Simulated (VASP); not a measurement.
# NbPdSe4 (P6/mmm) in VASP: a series of runs

Runs on NbPdSe4. Level: PBE. Tasks: single point.

All numbers are computed with VASP 6.6.1; they aren't measurements. Logs are shortened: lines on timing, memory, paths and dates and some standing lists are left out, and cuts for length are marked.

## Step 1: The cell of the first run

The structure is hexagonal, space group P6/mmm (No. 191). Conventional cell: a = 4.812 Å, b = 4.812 Å, c = 5.672 Å, α = 90.00°, β = 90.00°, γ = 120.00°. Nb (site symmetry 6/mmm) has 2 Pd at 2.84 Å and 12 Se at 3.07 Å within 3.7 Å. Pd (site symmetry 6/mmm) has 2 Nb at 2.84 Å and 12 Se at 3.17 Å within 3.7 Å. Se (site symmetry 3m) has 5 Se at 2.61 to 3.07 Å and 3 Nb at 3.07 Å and 3 Pd at 3.17 Å within 3.4 Å.

The cell was built from a structure type or drawn by symmetry, and may not be a known phase.

## Step 2: Single point, PBE

INCAR reads:

```
SYSTEM = NbPdSe4
ALGO = Normal
EDIFF = 1E-7
ENCUT = 520
GGA = PE
ISIF = 2
ISMEAR = 0
LASPH = .TRUE.
LCHARG = .FALSE.
LREAL = .FALSE.
LWAVE = .FALSE.
NBANDS = 32
NELM = 60
PREC = Accurate
SIGMA = 0.1
```

KPOINTS reads:

```
k-points
0
G
  6 6 2
  0 0 0
```

POSCAR reads:

```
NbPdSe4
1.0
    4.8124172040      0.0000000000      0.0000000000
   -2.4062086020      4.1676755523      0.0000000000
    0.0000000000      0.0000000000      5.6722154747
Nb Pd Se
1 1 4
Direct
    0.0000000000      0.0000000000      0.5000000000
    0.0000000000      0.0000000000      0.0000000000
    0.3333333333      0.6666666667      0.7297166156
    0.3333333333      0.6666666667      0.2702833844
    0.6666666667      0.3333333333      0.7297166156
    0.6666666667      0.3333333333      0.2702833844
```

Potentials or basis: VASP PAW PBE potentials, release 64 (Nb_sv, Pd, Se).

The run is started by

```
> cat potpaw_PBE.64/Nb_sv/POTCAR potpaw_PBE.64/Pd/POTCAR potpaw_PBE.64/Se/POTCAR > POTCAR
> mpirun -np 1 vasp_std > vasp.out
```

OUTCAR:

```text
SYSTEM = NbPdSe4
   EDIFF = 1E-7
   ENCUT = 520
   GGA = PE
   ISIF = 2
   ISMEAR = 0
   LASPH = .TRUE.
   LREAL = .FALSE.
   NELM = 60
   PREC = Accurate

 ion  position               nearest neighbor table
   1  0.000  0.000  0.500-   2 2.84   2 2.84
   2  0.000  0.000  0.000-   1 2.84   1 2.84
   3  0.333  0.667  0.730-   4 2.61   5 2.78   5 2.78   5 2.78
   4  0.333  0.667  0.270-   3 2.61   6 2.78   6 2.78   6 2.78
   5  0.667  0.333  0.730-   6 2.61   3 2.78   3 2.78   3 2.78
   6  0.667  0.333  0.270-   5 2.61   4 2.78   4 2.78   4 2.78

  LATTYP: Found a hexagonal cell.
 ALAT       =     4.8124172040
 C/A-ratio  =     1.1786624547

  Lattice vectors:

 A1 = (   4.8124172040,   0.0000000000,   0.0000000000)
 A2 = (  -2.4062086020,   4.1676755523,   0.0000000000)
 A3 = (   0.0000000000,   0.0000000000,   5.6722154747)

Analysis of symmetry for initial positions (statically):
=====================================================================
 Subroutine PRICEL returns:
 Original cell was already a primitive cell.

 Routine SETGRP: Setting up the symmetry group for a
 hexagonal supercell.

 Subroutine GETGRP returns: Found 24 space group operations
 (whereof 24 operations were pure point group operations)
 out of a pool of 24 trial point group operations.

The static configuration has the point symmetry D_6h.

Analysis of symmetry for dynamics (positions and initial velocities):
=====================================================================
 Subroutine PRICEL returns:
 Original cell was already a primitive cell.

 Routine SETGRP: Setting up the symmetry group for a
 hexagonal supercell.

 Subroutine GETGRP returns: Found 24 space group operations
 (whereof 24 operations were pure point group operations)
 out of a pool of 24 trial point group operations.

The dynamic configuration has the point symmetry D_6h.

 Subroutine INISYM returns: Found 24 space group operations
 (whereof 24 operations are pure point group operations),
 and found     1 'primitive' translations

----------------------------------------------------------------------------------------

                                     Primitive cell

[... 85 lines left out ...]
   ENCUT  =  520.0 eV  38.22 Ry    6.18 a.u.   8.95  8.95 10.55*2*pi/ulx,y,z
   NELM   =     60;   NELMIN=  2; NELMDL= -5     # of ELM steps
   EDIFF  = 0.1E-06   stopping-criterion for ELM
   LREAL  =      F    real-space projection
   EDIFFG = 0.1E-05   stopping-criterion for IOM
   NSW    =      0    number of steps for IOM
   IBRION =     -1    ionic relax: 0-MD 1-quasi-New 2-CG
   NFREE  =      0    steps in history (QN), initial steepest desc. (CG)
   ISIF   =      2    stress and relaxation
   ISYM   =      2    0-nonsym 1-usesym 2-fastsym
   POTIM  = 0.5000    time-step for ionic-motion
   TEBEG  =    0.0;   TEEND  =   0.0 temperature during run
   PSTRESS=    0.0 pullay stress
   NELECT =      47.0000    total number of electrons
   NUPDOWN=      -1.0000    fix difference up-down
   EMIN   =  10.00;   EMAX   =-10.00  energy-range for DOS
   EFERMI =   0.00;   METHOD = LEGACY
   ISMEAR =     0;   SIGMA  =   0.10  broadening in eV -4-tet -1-fermi 0-gaus
   EFERMI_NEDOS =   21; number of points for ismear=-14 and -15
   IALGO  =     38    algorithm
   IMIX   =      4    mixing-type and parameters
     AMIX     =   0.40;   BMIX     =  1.00
     AMIX_MAG =   1.60;   BMIX_MAG =  1.00
  volume/ion in A,a.u.               =      18.96       127.95
  Fermi-wavevector in a.u.,A,eV,Ry     =   1.219282  2.304109 20.227081  1.486649
  Thomas-Fermi vector in A             =   2.354539
   LORBIT       =      0    0 simple, 1 ext, 2 COOP (PROOUT), +10 PAW based schemes
   GGA     = PE    functional components
   LHFCALC =     F    Hartree Fock is set to
   AEXX    =    0.0000 exact exchange contribution
   IVDW    =     0    specifies the selected vdW correction
   LEPSILON=     F    determine dielectric tensor
   LRPA    =     F    only Hartree local field effects (RPA)
 non-spin polarized calculation
 Gauss-broadening in eV      SIGMA  =   0.10
  energy-cutoff  :      520.00
  volume of cell :      113.77
 maximum number of plane-waves:      3083
 NGX is ok and might be reduce to    36
   NGX = 17   NGY = 17   NGZ = 21

 number of electron      47.0000006 magnetization

 Free energy of the ion-electron system (eV)
  ---------------------------------------------------
  ext. energy  EPLUGINS =         0.00000000
  ---------------------------------------------------
  free energy    TOTEN  =       -27.69710702 eV

  energy without entropy =      -27.67790633  energy(sigma->0) =      -27.68750668

 E-fermi :   7.5520     XC(G=0): -11.2188

 val. band max:        7.5346615000   @ k =   0.1667  -0.0000   0.0000
 cond. band min:       7.6258918542   @ k =   0.3333   0.0000   0.0000
 fundamental gap:      0.0912303542
 Fermi energy:         7.5519997116

 k-point     1 :       0.0000    0.0000    0.0000
  band No.  band energies     occupation
      1     -48.2561      2.00000
      2     -24.3572      2.00000
      3     -24.3572      2.00000
      4     -24.1025      2.00000
      5      -8.8357      2.00000
      6      -6.3881      2.00000
[... 479 lines left out ...]
     31       9.8301      0.00000
     32       9.9267      0.00000

------------------------ aborting loop because EDIFF is reached ----------------------------------------

  FORCE on cell =-STRESS in cart. coord.  units (eV):
  Direction    XX          YY          ZZ          XY          YZ          ZX
  --------------------------------------------------------------------------------------
  -------------------------------------------------------------------------------------
  Total        0.2558614      0.2558614      0.0803530      0.0000000      0.0000000     -0.0000000
  in kB        3.6033423      3.6033423      1.1316258      0.0000000      0.0000000     -0.0000000
  external PRESSURE =       2.7794368 kB  Pullay stress =       0.0000000 kB

 VOLUME and BASIS-vectors are now :
 -----------------------------------------------------------------------------
  energy-cutoff  :      520.00
  volume of cell :      113.77
      direct lattice vectors                 reciprocal lattice vectors
     4.812417204  0.000000000  0.000000000     0.207795783  0.119970951  0.000000000
    -2.406208602  4.167675552  0.000000000     0.000000000  0.239941902  0.000000000
     0.000000000  0.000000000  5.672215475     0.000000000  0.000000000  0.176297957

 POSITION                                       TOTAL-FORCE (eV/Angst)
 -----------------------------------------------------------------------------------
      0.00000      0.00000      2.83611        -0.000000     -0.000000      0.000000
      0.00000      0.00000      0.00000        -0.000000     -0.000000      0.000000
     -0.00000      2.77845      4.13911        -0.000000      0.000000      0.012024
     -0.00000      2.77845      1.53311        -0.000000      0.000000     -0.012024
      2.40621      1.38923      4.13911         0.000000     -0.000000      0.012024
      2.40621      1.38923      1.53311         0.000000     -0.000000     -0.012024
 -----------------------------------------------------------------------------------
    total drift:                                0.000000     -0.000000      0.000000

  FREE ENERGIE OF THE ION-ELECTRON SYSTEM (eV)
  ---------------------------------------------------
  free  energy   TOTEN  =       -27.6971070241 eV

  energy  without entropy=      -27.6779063266  energy(sigma->0) =      -27.68750668
```

OSZICAR:

```text
N       E                     dE             d eps       ncg     rms          rms(c)
DAV:   1     0.351181506590E+03    0.35118E+03   -0.21858E+04   904   0.134E+03
DAV:   2    -0.520871482943E+00   -0.35170E+03   -0.33313E+03  1144   0.372E+02
DAV:   3    -0.277999160529E+02   -0.27279E+02   -0.26231E+02  1368   0.871E+01
DAV:   4    -0.292036519338E+02   -0.14037E+01   -0.13881E+01  1368   0.199E+01
DAV:   5    -0.292350183249E+02   -0.31366E-01   -0.31326E-01  1256   0.214E+00    0.128E+01
DAV:   6    -0.306882104927E+02   -0.14532E+01   -0.13794E+01  1360   0.205E+01    0.147E+01
DAV:   7    -0.279759767900E+02    0.27122E+01   -0.19460E+01  1368   0.231E+01    0.600E+00
DAV:   8    -0.277677965680E+02    0.20818E+00   -0.13522E+00  1056   0.730E+00    0.376E+00
DAV:   9    -0.277034685720E+02    0.64328E-01   -0.43222E-01  1288   0.428E+00    0.103E+00
DAV:  10    -0.276978646081E+02    0.56040E-02   -0.27982E-02  1312   0.112E+00    0.468E-01
DAV:  11    -0.276970887961E+02    0.77581E-03   -0.59209E-03  1304   0.465E-01    0.113E-01
DAV:  12    -0.276971229597E+02   -0.34164E-04   -0.43543E-04  1240   0.140E-01    0.287E-02
DAV:  13    -0.276971072379E+02    0.15722E-04   -0.48577E-05  1192   0.566E-02    0.126E-02
DAV:  14    -0.276971064287E+02    0.80927E-06   -0.72158E-06  1440   0.184E-02    0.456E-03
DAV:  15    -0.276971068150E+02   -0.38630E-06   -0.76711E-07  1280   0.642E-03    0.216E-03
DAV:  16    -0.276971069450E+02   -0.12999E-06   -0.80594E-08   664   0.182E-03    0.854E-04
DAV:  17    -0.276971070501E+02   -0.10510E-06   -0.19560E-08   624   0.146E-03    0.293E-04
DAV:  18    -0.276971070241E+02    0.26007E-07   -0.47058E-09   624   0.585E-04
   1 F= -.27697107E+02 E0= -.27687507E+02  d E =-.192007E-01
```

It took 1.8 min on 1 thread of Intel Xeon 8259CL, shared host; peak memory 0.25 GiB.

What came out:

| Property | Result |
| --- | --- |
| Free energy | -27.6971 eV |
| Pressure | 0.3 GPa |
| Largest force | 0.012 eV/Å |
| Band gap on the k mesh | zero (an odd number of electrons rules out a gap without spin polarisation) |

Forces on the atoms (eV/Å):
```
Nb   0.000  0.000  0.000
Pd   0.000  0.000  0.000
Se   0.000  0.000  0.012
Se   0.000  0.000 -0.012
Se   0.000  0.000  0.012
Se   0.000  0.000 -0.012
```

Stress tensor (GPa, compression positive):
```
0.36 0.00 0.00
0.00 0.36 0.00
0.00 0.00 0.11
```

Caveat: the k points lie up to 0.55 Å⁻¹ apart, too coarse for converged energies and pressures of a metal.

## Step 3: Single point, PBE

This run uses another cell than the first one, of 19.20 Å³/atom.

INCAR reads:

```
SYSTEM = NbPdSe4
  PREC = Accurate
  ENCUT = 520
  EDIFF = 1E-6
  ISMEAR = 0
  SIGMA = 0.1
  LREAL = .FALSE.
  LASPH = .TRUE.
  NELM = 60
  ALGO = Normal
  ISIF = 2
  LWAVE = .FALSE.
  LCHARG = .FALSE.
  GGA = PE
  NBANDS = 32
```

KPOINTS reads:

```
Automatic mesh
0
G
  6 6 4
  0 0 0
```

POSCAR reads:

```
NbPdSe4
1.0
    4.7755465311      0.0000000000      0.0000000000
   -2.3877732656      4.1357446129      0.0000000000
    0.0000000000      0.0000000000      5.8332869279
Nb Pd Se
1 1 4
Direct
    0.0000000000      0.0000000000      0.5000000000
    0.0000000000      0.0000000000      0.0000000000
    0.3333333333      0.6666666667      0.7238594031
    0.3333333333      0.6666666667      0.2761405969
    0.6666666667      0.3333333333      0.7238594031
    0.6666666667      0.3333333333      0.2761405969
```

Potentials or basis: VASP PAW PBE potentials, release 64 (Nb_sv, Pd, Se).

The run is started by

```
> cat potpaw_PBE.64/Nb_sv/POTCAR potpaw_PBE.64/Pd/POTCAR potpaw_PBE.64/Se/POTCAR > POTCAR
> mpirun -np 1 vasp_std > vasp.out
```

OUTCAR:

```text
SYSTEM = NbPdSe4
   PREC = Accurate
   ENCUT = 520
   EDIFF = 1E-6
   ISMEAR = 0
   LREAL = .FALSE.
   LASPH = .TRUE.
   NELM = 60
   ISIF = 2
   GGA = PE

 ion  position               nearest neighbor table
   1  0.000  0.000  0.500-   2 2.92   2 2.92
   2  0.000  0.000  0.000-   1 2.92   1 2.92
   3  0.333  0.667  0.724-   4 2.61   5 2.76   5 2.76   5 2.76
   4  0.333  0.667  0.276-   3 2.61   6 2.76   6 2.76   6 2.76
   5  0.667  0.333  0.724-   6 2.61   3 2.76   3 2.76   3 2.76
   6  0.667  0.333  0.276-   5 2.61   4 2.76   4 2.76   4 2.76

  LATTYP: Found a hexagonal cell.
 ALAT       =     4.7755465311
 C/A-ratio  =     1.2214909623

  Lattice vectors:

 A1 = (   4.7755465311,   0.0000000000,   0.0000000000)
 A2 = (  -2.3877732656,   4.1357446129,   0.0000000000)
 A3 = (   0.0000000000,   0.0000000000,   5.8332869279)

Analysis of symmetry for initial positions (statically):
=====================================================================
 Subroutine PRICEL returns:
 Original cell was already a primitive cell.

 Routine SETGRP: Setting up the symmetry group for a
 hexagonal supercell.

 Subroutine GETGRP returns: Found 24 space group operations
 (whereof 24 operations were pure point group operations)
 out of a pool of 24 trial point group operations.

The static configuration has the point symmetry D_6h.

Analysis of symmetry for dynamics (positions and initial velocities):
=====================================================================
 Subroutine PRICEL returns:
 Original cell was already a primitive cell.

 Routine SETGRP: Setting up the symmetry group for a
 hexagonal supercell.

 Subroutine GETGRP returns: Found 24 space group operations
 (whereof 24 operations were pure point group operations)
 out of a pool of 24 trial point group operations.
[... 123 lines left out ...]
   IMIX   =      4    mixing-type and parameters
     AMIX     =   0.40;   BMIX     =  1.00
     AMIX_MAG =   1.60;   BMIX_MAG =  1.00
  volume/ion in A,a.u.               =      19.20       129.58
  Fermi-wavevector in a.u.,A,eV,Ry     =   1.214164  2.294438 20.057635  1.474195
  Thomas-Fermi vector in A             =   2.349593
   LORBIT       =      0    0 simple, 1 ext, 2 COOP (PROOUT), +10 PAW based schemes
   GGA     = PE    functional components
   LHFCALC =     F    Hartree Fock is set to
   AEXX    =    0.0000 exact exchange contribution
   IVDW    =     0    specifies the selected vdW correction
   LEPSILON=     F    determine dielectric tensor
   LRPA    =     F    only Hartree local field effects (RPA)
 non-spin polarized calculation
 Gauss-broadening in eV      SIGMA  =   0.10
  energy-cutoff  :      520.00
  volume of cell :      115.21
 maximum number of plane-waves:      3135
 NGX is ok and might be reduce to    36
   NGX = 17   NGY = 17   NGZ = 21

 number of electron      46.9999998 magnetization

 Free energy of the ion-electron system (eV)
  ---------------------------------------------------
  ext. energy  EPLUGINS =         0.00000000
  ---------------------------------------------------
  free energy    TOTEN  =       -27.30845749 eV

  energy without entropy =      -27.29235533  energy(sigma->0) =      -27.30040641

 E-fermi :   7.4112     XC(G=0): -11.1439

 val. band max:        7.3579274697   @ k =   0.3333   0.1667   0.2500
 cond. band min:       7.4254249713   @ k =   0.3333   0.0000   0.0000
 fundamental gap:      0.0674975017
 Fermi energy:         7.4111846634

 k-point     1 :       0.0000    0.0000    0.0000
  band No.  band energies     occupation
      1     -48.3998      2.00000
      2     -24.4769      2.00000
      3     -24.4769      2.00000
      4     -24.2986      2.00000
      5      -9.0103      2.00000
      6      -6.7317      2.00000
[... 724 lines left out ...]
     31       9.7758      0.00000
     32       9.9001      0.00000

------------------------ aborting loop because EDIFF is reached ----------------------------------------

  FORCE on cell =-STRESS in cart. coord.  units (eV):
  Direction    XX          YY          ZZ          XY          YZ          ZX
  --------------------------------------------------------------------------------------
  -------------------------------------------------------------------------------------
  Total       -0.0687955     -0.0687955     -0.0350549      0.0000000      0.0000000      0.0000000
  in kB       -0.9567097     -0.9567097     -0.4874943      0.0000000      0.0000000      0.0000000
  external PRESSURE =      -0.8003046 kB  Pullay stress =       0.0000000 kB

 VOLUME and BASIS-vectors are now :
 -----------------------------------------------------------------------------
  energy-cutoff  :      520.00
  volume of cell :      115.21
      direct lattice vectors                 reciprocal lattice vectors
     4.775546531  0.000000000  0.000000000     0.209400117  0.120897214  0.000000000
    -2.387773266  4.135744613  0.000000000     0.000000000  0.241794427  0.000000000
     0.000000000  0.000000000  5.833286928     0.000000000  0.000000000  0.171429935

 POSITION                                       TOTAL-FORCE (eV/Angst)
 -----------------------------------------------------------------------------------
      0.00000      0.00000      2.91664         0.000000      0.000000      0.000000
      0.00000      0.00000      0.00000         0.000000      0.000000      0.000000
     -0.00000      2.75716      4.22248         0.000000      0.000000      0.043264
     -0.00000      2.75716      1.61081         0.000000      0.000000     -0.043264
      2.38777      1.37858      4.22248        -0.000000      0.000000      0.043264
      2.38777      1.37858      1.61081        -0.000000      0.000000     -0.043264
 -----------------------------------------------------------------------------------
    total drift:                                0.000000     -0.000000      0.000000

  FREE ENERGIE OF THE ION-ELECTRON SYSTEM (eV)
  ---------------------------------------------------
  free  energy   TOTEN  =       -27.3084574918 eV

  energy  without entropy=      -27.2923553263  energy(sigma->0) =      -27.30040641
```

OSZICAR:

```text
N       E                     dE             d eps       ncg     rms          rms(c)
DAV:   1     0.343564678549E+03    0.34356E+03   -0.21948E+04  1360   0.134E+03
DAV:   2    -0.800033278671E+00   -0.34436E+03   -0.32807E+03  1736   0.366E+02
DAV:   3    -0.273639689665E+02   -0.26564E+02   -0.25469E+02  2072   0.851E+01
DAV:   4    -0.287459836595E+02   -0.13820E+01   -0.13667E+01  2048   0.195E+01
DAV:   5    -0.287898319148E+02   -0.43848E-01   -0.43805E-01  1856   0.241E+00    0.123E+01
DAV:   6    -0.296519784714E+02   -0.86215E+00   -0.80070E+00  2080   0.198E+01    0.128E+01
DAV:   7    -0.275292351953E+02    0.21227E+01   -0.11387E+01  2088   0.216E+01    0.575E+00
DAV:   8    -0.273609329456E+02    0.16830E+00   -0.12037E+00  1584   0.718E+00    0.310E+00
DAV:   9    -0.273172794689E+02    0.43653E-01   -0.33904E-01  1936   0.406E+00    0.937E-01
DAV:  10    -0.273093296823E+02    0.79498E-02   -0.24426E-02  2056   0.107E+00    0.412E-01
DAV:  11    -0.273084800924E+02    0.84959E-03   -0.69691E-03  2008   0.519E-01    0.102E-01
DAV:  12    -0.273084621168E+02    0.17976E-04   -0.52391E-04  1784   0.169E-01    0.275E-02
DAV:  13    -0.273084624982E+02   -0.38135E-06   -0.30841E-05  1720   0.366E-02    0.155E-02
DAV:  14    -0.273084573954E+02    0.51028E-05   -0.22794E-05  2032   0.387E-02    0.548E-03
DAV:  15    -0.273084574918E+02   -0.96380E-07   -0.14381E-06  1336   0.820E-03
   1 F= -.27308457E+02 E0= -.27300406E+02  d E =-.161022E-01
```

stdout:

```text
POSCAR found type information on POSCAR NbPdSe
 POSCAR found :  3 types and       6 ions
 scaLAPACK will be used
 LDA part: xc-table for (Slater+PW92), standard interpolation
 POSCAR, INCAR and KPOINTS ok, starting setup
 FFT: planning ... GRIDC
 FFT: planning ... GRID_SOFT
 FFT: planning ... GRID
 WAVECAR not read
 entering main loop
```

Run time: 2.5 min. Hardware: 1 thread of Intel Xeon 8259CL, shared host; peak memory 0.28 GiB.

Results:

| Quantity | Value |
| --- | --- |
| Free energy | -27.3085 eV |
| Pressure | -0.1 GPa |
| Largest force | 0.043 eV/Å |
| Band gap on the k mesh | zero (an odd number of electrons rules out a gap without spin polarisation) |

Forces on the atoms (eV/Å):
```
Nb   0.000  0.000  0.000
Pd   0.000  0.000  0.000
Se   0.000  0.000  0.043
Se   0.000  0.000 -0.043
Se   0.000  0.000  0.043
Se   0.000  0.000 -0.043
```
